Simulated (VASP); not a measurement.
Zn15Se16 (a cell with a defect), 31 atoms in the cell. The cell holds a defect, 31 atoms: a = 9.757 Å, b = 9.757 Å, c = 9.757 Å, α = 109.47°, β = 109.47°, γ = 109.47°. 

| Quantity | Value |
| --- | --- |
| Program | VASP 6.6.1 |
| Task | single point |
| Functional | PBEsol |
| Potentials or basis | VASP PAW PBE potentials, release 64 (Zn, Se) |
| Cutoff | 520 eV |
| k mesh | 2 × 2 × 2, shifted |
| Occupations | gaussian, width 0.02 eV |
| Spin | no spin polarisation |
| Dipole correction | no |
| Charge | -2 |
| Further INCAR settings | LREAL = Auto; ALGO = Normal; EDIFF = 1e-06; NBANDS = 159; NELECT = 278.0 |

Potentials or basis: VASP PAW PBE potentials, release 64 (Zn, Se).

Command:

```console
$ cat potpaw_PBE.64/Zn/POTCAR potpaw_PBE.64/Se/POTCAR > POTCAR
$ mpirun -np 1 vasp_std > vasp.out
```

Hardware: 1 thread of Intel Xeon 6975P-C, on a shared host.

**Question.** How long does it take, and how much memory?

**Answer.** Wall time 19 min on 1 thread of Intel Xeon 6975P-C (shared host), peak memory 1.1 GiB. Counts: scf iterations 17, k points 3.
